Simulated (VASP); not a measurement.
# O (R-3m) in VASP: notebook

O is run at these levels: PBE+D3(BJ); tasks: single point, relaxation of shape and atoms at fixed volume.

Everything below comes from runs of VASP 6.6.1. Logs are shortened: lines on timing, memory, paths and dates and some standing lists are left out, and cuts for length are marked.

## 1. The cell of the first run

It takes space group R-3m (No. 166, trigonal). The conventional cell has a = 3.350 Å, b = 3.350 Å, c = 11.196 Å, α = 90.00°, β = 90.00°, γ = 120.00°. O (site symmetry 3m) has 1 O at 1.22 Å within 1.6 Å.

## 2. Single point, PBE+D3(BJ), collinear spin, ferromagnetic start

INCAR reads:

```
  PREC = Accurate
  ENCUT = 520
  EDIFF = 1E-6
  ISMEAR = 0
  SIGMA = 0.1
  LREAL = F
  LASPH = T
  NELM = 150
  ALGO = Normal
  ISIF = 2
  LWAVE = F
  LCHARG = T
  ISPIN = 2
  MAGMOM = 1 1
  LORBIT = 11
  GGA = PE
  IVDW = 12
  LELF = T
  LVHAR = T
  NBANDS = 17
```

KPOINTS reads:

```
Automatic mesh
0
Gamma
  6 6 6
```

POSCAR reads:

```
O
1.0
    1.6749479049      0.9670316238      3.7319995215
   -1.6749479049      0.9670316238      3.7319995215
    0.0000000000     -1.9340632475      3.7319995215
O
2
Direct
    0.9453852800      0.9453852800      0.9453852800
    0.0546147200      0.0546147200      0.0546147200
```

Potentials or basis: VASP PAW PBE potentials, release 64 (O).

Launch:

```bash
> cat potpaw_PBE.64/O/POTCAR > POTCAR
> mpirun -np 1 vasp_std > vasp.out
```

OUTCAR:

```text
PREC = Accurate
   ENCUT = 520
   EDIFF = 1E-6
   ISMEAR = 0
   LREAL = F
   LASPH = T
   NELM = 150
   ISIF = 2
   ISPIN = 2
   LORBIT = 11
   GGA = PE
   IVDW = 12
 IVDW          = 12

 ion  position               nearest neighbor table
   1  0.945  0.945  0.945-   2 1.22
   2  0.055  0.055  0.055-   1 1.22

  LATTYP: Found a trigonal (rhomboedric) cell.
 ALAT       =     4.2033820995
 COS(alpha) =     0.6824333683

  Lattice vectors:

 A1 = (   1.6749479049,   0.9670316238,   3.7319995215)
 A2 = (  -1.6749479049,   0.9670316238,   3.7319995215)
 A3 = (   0.0000000000,  -1.9340632475,   3.7319995215)

Analysis of symmetry for initial positions (statically):
=====================================================================
 Subroutine PRICEL returns:
 Original cell was already a primitive cell.

 Routine SETGRP: Setting up the symmetry group for a
 trigonal (rhombohedral) supercell.

 Subroutine GETGRP returns: Found 12 space group operations
 (whereof 12 operations were pure point group operations)
 out of a pool of 12 trial point group operations.

The static configuration has the point symmetry D_3d.

Analysis of symmetry for dynamics (positions and initial velocities):
=====================================================================
 Subroutine PRICEL returns:
 Original cell was already a primitive cell.

 Routine SETGRP: Setting up the symmetry group for a
 trigonal (rhombohedral) supercell.

 Subroutine GETGRP returns: Found 12 space group operations
 (whereof 12 operations were pure point group operations)
 out of a pool of 12 trial point group operations.

The dynamic configuration has the point symmetry D_3d.

Analysis of structural, dynamic, and magnetic symmetry:
=====================================================================
 Subroutine PRICEL returns:
 Original cell was already a primitive cell.

 Routine SETGRP: Setting up the symmetry group for a
 trigonal (rhombohedral) supercell.

 Subroutine GETGRP returns: Found 12 space group operations
 (whereof 12 operations were pure point group operations)
 out of a pool of 12 trial point group operations.

The overall configuration has the point symmetry D_3d.

 Subroutine INISYM returns: Found 12 space group operations
 (whereof 12 operations are pure point group operations),
 and found     1 'primitive' translations

----------------------------------------------------------------------------------------

                                     Primitive cell
[... 114 lines left out ...]
  Thomas-Fermi vector in A             =   2.268989
   LORBIT       =     11    0 simple, 1 ext, 2 COOP (PROOUT), +10 PAW based schemes
   GGA     = PE    functional components
   LHFCALC =     F    Hartree Fock is set to
   AEXX    =    0.0000 exact exchange contribution
   IVDW    =    12    specifies the selected vdW correction
   LEPSILON=     F    determine dielectric tensor
   LRPA    =     F    only Hartree local field effects (RPA)
 spin polarized calculation
 Gauss-broadening in eV      SIGMA  =   0.10
  energy-cutoff  :      520.00
  volume of cell :       36.27
 maximum number of plane-waves:       989
   NGX = 15   NGY = 15   NGZ = 15

 number of electron      11.9999996 magnetization       1.9999999

 Free energy of the ion-electron system (eV)
  ---------------------------------------------------
  ext. energy  EPLUGINS =         0.00000000
  ---------------------------------------------------
  free energy    TOTEN  =        -9.86594274 eV

  energy without entropy =       -9.86594274  energy(sigma->0) =       -9.86594274

 E-fermi :  -2.0988     XC(G=0):  -7.1830

 val. band max:       -2.5699595998   @ k =   0.5000   0.5000   0.5000
 cond. band min:      -1.2694677785   @ k =   0.5000   0.5000  -0.0000
 fundamental gap:      1.3004918213
 Fermi energy:        -2.0987853823

 spin component 1

 k-point     1 :       0.0000    0.0000    0.0000
  band No.  band energies     occupation
      1     -28.8443      1.00000
      2     -16.5113      1.00000
      3     -10.0514      1.00000
      4      -9.0444      1.00000
      5      -9.0444      1.00000
      6      -2.7114      1.00000
[... 459 lines left out ...]
      6      -3.3051      1.00000
[... 9 lines left out ...]
     16      22.2414      0.00000
     17      24.3296      0.00000

 [... further k-points ...]

 spin component 2

 k-point     1 :       0.0000    0.0000    0.0000
  band No.  band energies     occupation
      1     -27.6405      1.00000
      2     -14.6858      1.00000
      3      -9.2189      1.00000
      4      -7.0913      1.00000
      5      -7.0913      1.00000
      6      -0.3224      0.00000
[... 459 lines left out ...]
      6      -1.1215      0.00000
[... 9 lines left out ...]
     16      22.7652      0.00000
     17      24.8649      0.00000

 [... further k-points ...]

------------------------ aborting loop because EDIFF is reached ----------------------------------------

 Edisp (eV)   -0.08686

 E8    (eV) :    -0.0207

  FORCE on cell =-STRESS in cart. coord.  units (eV):
  Direction    XX          YY          ZZ          XY          YZ          ZX
  --------------------------------------------------------------------------------------
  -------------------------------------------------------------------------------------
  Total       0.08208     0.08208     0.98101    -0.00000     0.00000     0.00000
  in kB       3.62588     3.62588    43.33618    -0.00000     0.00000     0.00000
  external pressure =       16.86 kB  Pullay stress =        0.00 kB

 VOLUME and BASIS-vectors are now :
 -----------------------------------------------------------------------------
  energy-cutoff  :      520.00
  volume of cell :       36.27
      direct lattice vectors                 reciprocal lattice vectors
     1.674947905  0.967031624  3.731999522     0.298516747  0.172348724  0.089317625
    -1.674947905  0.967031624  3.731999522    -0.298516747  0.172348724  0.089317625
     0.000000000 -1.934063247  3.731999522     0.000000000 -0.344697449  0.089317625

 POSITION                                       TOTAL-FORCE (eV/Angst)
 -----------------------------------------------------------------------------------
      0.00000      0.00000     10.58453         0.000000     -0.000000     -0.772872
      0.00000      0.00000      0.61147         0.000000      0.000000      0.772872
 -----------------------------------------------------------------------------------
    total drift:                               -0.000000     -0.000000      0.000000

  FREE ENERGIE OF THE ION-ELECTRON SYSTEM (eV)
  ---------------------------------------------------
  free  energy   TOTEN  =        -9.9528028793 eV

  energy  without entropy=       -9.9528028793  energy(sigma->0) =       -9.95280288

 total charge

# of ion       s       p       d       tot
------------------------------------------
    1        1.612   3.293   0.000   4.905
    2        1.612   3.293   0.000   4.905
--------------------------------------------------
tot          3.225   6.586   0.000   9.810

 magnetization (x)

# of ion       s       p       d       tot
------------------------------------------
    1        0.011   0.800   0.000   0.811
    2        0.011   0.800   0.000   0.811
--------------------------------------------------
tot          0.021   1.600   0.000   1.622
```

OSZICAR:

```text
N       E                     dE             d eps       ncg     rms          rms(c)
DAV:   1     0.423134405614E+02    0.42313E+02   -0.53647E+03  2184   0.589E+02
DAV:   2    -0.803089627191E+01   -0.50344E+02   -0.47409E+02  2823   0.151E+02
DAV:   3    -0.980284184017E+01   -0.17719E+01   -0.17640E+01  2523   0.254E+01
DAV:   4    -0.980905123770E+01   -0.62094E-02   -0.62091E-02  2673   0.175E+00
DAV:   5    -0.980907865160E+01   -0.27414E-04   -0.27414E-04  2540   0.111E-01    0.648E+00
DAV:   6    -0.983254380684E+01   -0.23465E-01   -0.97541E-01  2297   0.671E+00    0.298E+00
DAV:   7    -0.984803489746E+01   -0.15491E-01   -0.19902E-01  2261   0.348E+00    0.152E+00
DAV:   8    -0.986321873901E+01   -0.15184E-01   -0.39803E-02  2388   0.157E+00    0.426E-01
DAV:   9    -0.986523884244E+01   -0.20201E-02   -0.31607E-03  2363   0.432E-01    0.206E-01
DAV:  10    -0.986589299969E+01   -0.65416E-03   -0.53407E-04  2341   0.191E-01    0.427E-02
DAV:  11    -0.986592964276E+01   -0.36643E-04   -0.55042E-05  2349   0.560E-02    0.199E-02
DAV:  12    -0.986594179888E+01   -0.12156E-04   -0.83206E-06  2402   0.227E-02    0.616E-03
DAV:  13    -0.986594273575E+01   -0.93686E-06   -0.55283E-07  2453   0.570E-03
   1 F= -.99528029E+01 E0= -.99528029E+01  d E =-.114909E-12  mag=     2.0000
```

Run time: 19 s. Hardware: 1 thread of AMD EPYC 9R45 (Zen 5), shared host; peak memory 0.18 GiB.

Results:

```yaml
Free_energy: -9.9528 eV
Pressure: 1.7 GPa
Largest_force: 0.773 eV/Å
Band_gap_on_the_k_mesh: 1.30 eV, indirect (least direct gap 1.36 eV)
Net_moment: 2.00 μB per cell
Site_moments: O +0.81 μB
Valence_electrons_inside_the_program's_atomic_spheres: O 4.91
Dispersion_energy_per_atom: -0.043 eV
```

Forces in eV/Å, atoms in the order of the input:
```
O    0.000  0.000 -0.773
O    0.000  0.000  0.773
```

Caveat: the standard files for N, O and F lose accuracy on very short bonds. As with any semilocal functional, this PBE gap is likely too small.

## 3. Relaxation of shape and atoms at fixed volume, PBE+D3(BJ), collinear spin, ferromagnetic start (volume scaled by 1.06)

INCAR reads:

```
SYSTEM = O
ALGO = Normal ; EDIFF = 1E-6
EDIFFG = -0.01 ; ENCUT = 600
GGA = PE ; IBRION = 2
ISIF = 4 ; ISMEAR = 0
ISPIN = 2 ; IVDW = 12
LASPH = .TRUE. ; LCHARG = .FALSE.
LORBIT = 11 ; LREAL = .FALSE.
LWAVE = .FALSE. ; MAGMOM = 0.61 0.61
NELM = 150 ; NSW = 50
PREC = Accurate ; SIGMA = 0.02
```

KPOINTS reads:

```
k-points
0
G
  9 9 9
  0 0 0
```

POSCAR reads:

```
O
1.0
    1.7929488092      1.0351594777      3.9816430246
   -1.7929488092      1.0351594777      3.9816430246
    0.0000000000     -2.0703189553      3.9816430246
O
2
Direct
    0.9484979349      0.9484979349      0.9484979349
    0.0515020651      0.0515020651      0.0515020651
```

Potentials or basis: VASP PAW PBE potentials, release 64 (O).

Launch:

```bash
> cat potpaw_PBE.64/O/POTCAR > POTCAR
> mpirun -np 1 vasp_std > vasp.out
```

OUTCAR:

```text
SYSTEM = O
   EDIFF = 1E-6
   EDIFFG = -0.01
   ENCUT = 600
   GGA = PE
   IBRION = 2
   ISIF = 4
   ISMEAR = 0
   ISPIN = 2
   IVDW = 12
   LASPH = .TRUE.
   LORBIT = 11
   LREAL = .FALSE.
   NELM = 150
   NSW = 50
   PREC = Accurate
 IVDW          = 12

 ion  position               nearest neighbor table
   1  0.948  0.948  0.948-   2 1.23
   2  0.052  0.052  0.052-   1 1.23

  LATTYP: Found a trigonal (rhomboedric) cell.
 ALAT       =     4.4877279053
 COS(alpha) =     0.6807633527

  Lattice vectors:

 A1 = (   1.7929488092,   1.0351594777,   3.9816430246)
 A2 = (  -1.7929488092,   1.0351594777,   3.9816430246)
 A3 = (   0.0000000000,  -2.0703189553,   3.9816430246)

Analysis of symmetry for initial positions (statically):
=====================================================================
 Subroutine PRICEL returns:
 Original cell was already a primitive cell.

 Routine SETGRP: Setting up the symmetry group for a
 trigonal (rhombohedral) supercell.

 Subroutine GETGRP returns: Found 12 space group operations
 (whereof 12 operations were pure point group operations)
 out of a pool of 12 trial point group operations.

The static configuration has the point symmetry D_3d.

Analysis of symmetry for dynamics (positions and initial velocities):
=====================================================================
 Subroutine PRICEL returns:
 Original cell was already a primitive cell.

 Routine SETGRP: Setting up the symmetry group for a
 trigonal (rhombohedral) supercell.

 Subroutine GETGRP returns: Found 12 space group operations
 (whereof 12 operations were pure point group operations)
 out of a pool of 12 trial point group operations.

The dynamic configuration has the point symmetry D_3d.

Analysis of structural, dynamic, and magnetic symmetry:
=====================================================================
 Subroutine PRICEL returns:
 Original cell was already a primitive cell.

 Routine SETGRP: Setting up the symmetry group for a
 trigonal (rhombohedral) supercell.

 Subroutine GETGRP returns: Found 12 space group operations
 (whereof 12 operations were pure point group operations)
 out of a pool of 12 trial point group operations.

[... 150 lines left out ...]

------------------------ aborting loop because EDIFF is reached ----------------------------------------

 Edisp (eV)   -0.06660

 E8    (eV) :    -0.0152
[... 105 lines left out ...]
  FREE ENERGIE OF THE ION-ELECTRON SYSTEM (eV)
  ---------------------------------------------------
  free  energy   TOTEN  =        -9.9717916558 eV

  energy  without entropy=       -9.9717916558  energy(sigma->0) =       -9.97179166

[... ionic steps 4 to 25 ...]

--------------------------------------- Ionic step       26  -------------------------------------------

 number of electron      11.9999998 magnetization       1.9999999

------------------------ aborting loop because EDIFF is reached ----------------------------------------
[... 75 lines left out ...]
--------------------------------------- Ionic step       28  -------------------------------------------

 number of electron      11.9999998 magnetization       1.9999999

 Free energy of the ion-electron system (eV)
  ---------------------------------------------------
  ext. energy  EPLUGINS =         0.00000000
  ---------------------------------------------------
  free energy    TOTEN  =        -9.90733217 eV

  energy without entropy =       -9.90733217  energy(sigma->0) =       -9.90733217

 E-fermi :  -3.4071     XC(G=0):  -6.4128

 val. band max:       -3.5253741498   @ k =   0.4444   0.4444   0.3333
 cond. band min:      -1.8515372973   @ k =   0.4444   0.4444  -0.0000
 fundamental gap:      1.6738368525
 Fermi energy:        -3.4071474492

 spin component 1

 k-point     1 :       0.0000    0.0000    0.0000
  band No.  band energies     occupation
      1     -29.3216      1.00000
      2     -17.3319      1.00000
      3     -10.5692      1.00000
      4      -9.8595      1.00000
      5      -9.8595      1.00000
      6      -3.6680      1.00000
      7      -3.6680      1.00000
      8       2.8029      0.00000
      9       6.7253      0.00000
     10      10.5329      0.00000
     11      11.9160      0.00000
[... 310 lines left out ...]
  band No.  band energies     occupation
      1     -29.2803      1.00000
      2     -17.4545      1.00000
      3     -10.2639      1.00000
      4     -10.0419      1.00000
      5     -10.0194      1.00000
      6      -4.0399      1.00000
      7      -3.5412      1.00000
      8       4.9697      0.00000
      9       6.6047      0.00000
     10       8.0896      0.00000
     11       8.8822      0.00000

 [... further k-points ...]

 spin component 2

 k-point     1 :       0.0000    0.0000    0.0000
  band No.  band energies     occupation
      1     -28.1084      1.00000
      2     -15.5097      1.00000
      3      -9.7272      1.00000
      4      -7.9351      1.00000
      5      -7.9351      1.00000
      6      -1.3150      0.00000
      7      -1.3150      0.00000
      8       3.1581      0.00000
      9       7.7367      0.00000
     10      10.6025      0.00000
     11      12.4547      0.00000
[... 355 lines left out ...]
  FREE ENERGIE OF THE ION-ELECTRON SYSTEM (eV)
  ---------------------------------------------------
  free  energy   TOTEN  =        -9.9733588134 eV

  energy  without entropy=       -9.9733588134  energy(sigma->0) =       -9.97335881

 reached required accuracy - stopping structural energy minimisation

 total charge

# of ion       s       p       d       tot
------------------------------------------
    1        1.609   3.277   0.000   4.886
    2        1.609   3.277   0.000   4.886
--------------------------------------------------
tot          3.218   6.554   0.000   9.772

 magnetization (x)

# of ion       s       p       d       tot
------------------------------------------
    1        0.010   0.801   0.000   0.812
    2        0.010   0.801   0.000   0.812
--------------------------------------------------
tot          0.021   1.603   0.000   1.624
```

OSZICAR:

```text
N       E                     dE             d eps       ncg     rms          rms(c)
DAV:   1     0.556989179490E+02    0.55699E+02   -0.58599E+03  3756   0.989E+02
DAV:   2    -0.679161645958E+01   -0.62491E+02   -0.60380E+02  5291   0.198E+02
DAV:   3    -0.969330542182E+01   -0.29017E+01   -0.26546E+01  4642   0.425E+01
[... 176 lines left out ...]
DAV:   2    -0.990733078559E+01    0.55421E-07   -0.12763E-07  1870   0.363E-03
  27 F= -.99733561E+01 E0= -.99733561E+01  d E =-.128391E-05  mag=     2.0000
       N       E                     dE             d eps       ncg     rms          rms(c)
DAV:   1    -0.990733268406E+01   -0.18431E-05   -0.59436E-05  3893   0.785E-02    0.594E-03
DAV:   2    -0.990733217373E+01    0.51034E-06   -0.11686E-06  3498   0.108E-02
  28 F= -.99733588E+01 E0= -.99733588E+01  d E =-.398680E-05  mag=     2.0000
```

Wall time 14 min (1 thread of AMD EPYC 7R43 (Zen 3), shared host); peak memory 0.26 GiB.

Results:

```yaml
Free_energy: -9.9734 eV
Energy_gained_by_relaxing: 0.9 meV/atom
Ionic_steps: 28
Pressure_after_relaxing: -0.4 GPa
Largest_force_after_relaxing: 0.008 eV/Å
Band_gap_on_the_k_mesh: 1.67 eV, indirect (least direct gap 1.69 eV)
Net_moment: 2.00 μB per cell
Site_moments: O +0.81 μB
Valence_electrons_inside_the_program's_atomic_spheres: O 4.89
Dispersion_energy_per_atom: -0.033 eV
```

Forces on the atoms (eV/Å):
```
O    0.000  0.000 -0.008
O    0.000  0.000  0.008
```

Stress tensor (GPa, compression positive):
```
-0.38  0.00  0.00
 0.00 -0.38  0.00
 0.00  0.00 -0.29
```

Step by step:
| step | energy change (eV) | largest force (eV/Å) | pressure (GPa) | volume (Å³) |
| --- | --- | --- | --- | --- |
| 1 | 0.0000 | 0.2168 | -0.07 | 44.34 |
| 2 | 0.0165 | 1.4680 | -2.59 | 44.34 |
| 3 | -0.0003 | 0.0042 | -0.39 | 44.34 |
| 4 | -0.0003 | 0.0076 | -0.37 | 44.34 |
| 5 | -0.0003 | 0.0094 | -0.39 | 44.34 |
| 6 | -0.0004 | 0.0110 | -0.37 | 44.34 |
| 7 | -0.0006 | 0.0164 | -0.36 | 44.34 |
| 8 | -0.0010 | 0.0318 | -0.34 | 44.34 |
| 9 | -0.0015 | 0.0732 | -0.27 | 44.34 |
| 10 | -0.0015 | 0.2073 | -0.03 | 44.34 |
| 11 | -0.0017 | 0.1769 | -0.10 | 44.34 |
| 12 | -0.0017 | 0.1741 | -0.10 | 44.34 |
| 13 | -0.0017 | 0.1664 | -0.12 | 44.34 |
| 14 | -0.0017 | 0.1502 | -0.15 | 44.34 |
| 15 | -0.0018 | 0.1163 | -0.19 | 44.34 |
| 16 | -0.0019 | 0.0510 | -0.28 | 44.34 |
| 17 | -0.0018 | 0.0765 | -0.45 | 44.34 |
| 18 | -0.0019 | 0.0165 | -0.31 | 44.34 |
| 19 | -0.0019 | 0.0249 | -0.30 | 44.34 |
| 20 | -0.0019 | 0.0221 | -0.31 | 44.34 |
| 21 | -0.0019 | 0.0225 | -0.33 | 44.34 |
| 22 | -0.0019 | 0.0215 | -0.30 | 44.34 |
| 23 | -0.0019 | 0.0224 | -0.32 | 44.34 |
| 24 | -0.0019 | 0.0217 | -0.31 | 44.34 |
| 25 | -0.0019 | 0.0220 | -0.31 | 44.34 |
| 26 | -0.0019 | 0.0222 | -0.32 | 44.34 |
| 27 | -0.0019 | 0.0187 | -0.33 | 44.34 |
| 28 | -0.0019 | 0.0077 | -0.35 | 44.34 |

Final structure:
```yaml
crystal:
  lattice:
    - [1.84376, 1.06450, 3.76521]
    - [-1.84376, 1.06450, 3.76521]
    - [0.00000, -2.12899, 3.76521]
  atoms:
    - { symbol: O, position: [0.94541, 0.94541, 0.94541] }
    - { symbol: O, position: [0.05459, 0.05459, 0.05459] }
```

Caveat: the cell differs from its parent crystal (volume scaled by 1.06); the standard files for N, O and F lose accuracy on very short bonds.

(Part 1 of 2 ends here.)
